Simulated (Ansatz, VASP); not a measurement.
## Two plane-wave programs on Ti3SiPd2

```
Ti Si Pd
1.0
     2.82178    0.00448    0.00006
     0.00885    5.64681   -0.00016
     0.00032   -0.00028   11.45376
Ti Si Pd
6 2 4
Direct
  0.50069 0.24999 0.15717
  0.49945 0.74997 0.15719
  0.49986 0.24999 0.49998
  0.50009 0.75000 0.49995
  0.50060 0.25000 0.84290
  0.49935 0.74999 0.84283
  0.99999 0.99985 0.00002
  0.00001 0.50014 0.00002
  0.00003 0.50003 0.33279
  0.00001 0.99997 0.33283
  0.99994 0.50003 0.66717
  0.99997 0.00003 0.66716
```

Change from the starting cell: cell x2, atoms moved at random (sigma 0.15 Å) and cell strained at random (1.5 %), then relaxed without symmetry.

Alike in both runs: functional PBE; k mesh 8 × 4 × 2; occupations gaussian, width 0.2 eV; no spin polarisation.

Ansatz relaxed the structure, and its values are those at the end. VASP's run is a single point on that final structure, the one shown.

```csv
,VASP,Ansatz
version,VASP 6.6.1,Ansatz 0.2.0
potentials or method,"VASP PAW PBE potentials, release 64 (Ti_sv, Si, Pd), cutoff 520 eV","scalar-relativistic, plane waves, PAW"
valence electrons in the cell,120,152
```

```tsv
	VASP	Ansatz	Ansatz less VASP
gap on the k mesh at the Fermi level (eV)	none	none	-
pressure (GPa)	-0.2	0.0	+0.14
rms of the force components (eV/Å)	0.004	0.004	-0.0007
```

A gap of «none» marks a metal or a gap that the smearing closes. With one functional, cell and mesh, what is left measures potentials, basis and numerics. VASP's potentials hold 120 valence electrons a cell and Ansatz's 152, so a difference there can come from the potentials and not from the codes.
